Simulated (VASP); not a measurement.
Input of a VASP 6.6.1 run:

The input INCAR:

```
SYSTEM = PbSe
PREC = Accurate
ENCUT = 520
EDIFF = 1E-6
ISMEAR = 0
SIGMA = 0.01
LREAL = .False.
LASPH = .True.
NELM = 60
ALGO = Normal
ISIF = 2
LWAVE = .False.
LCHARG = .False.
NBANDS = 17
```

The input KPOINTS:

```
regular mesh
0
Gamma
  5 5 5
  0 0 0
```

File POSCAR:

```
PbSe
1.0
    0.0000000000      3.1206779849      3.1206779849
    3.1206779849      0.0000000000      3.1206779849
    3.1206779849      3.1206779849      0.0000000000
Pb Se
1 1
Direct
    0.0000000000      0.0000000000      0.0000000000
    0.5000000000      0.5000000000      0.5000000000
```

Potentials or basis: VASP PAW LDA potentials, release 64 (Pb_d, Se).

Launch:

```bash
$ cat potpaw_LDA.64/Pb_d/POTCAR potpaw_LDA.64/Se/POTCAR > POTCAR
$ mpirun -np 1 vasp_std > vasp.out
```

Problem. Predict the pressure.

Solution. -4.6 GPa.
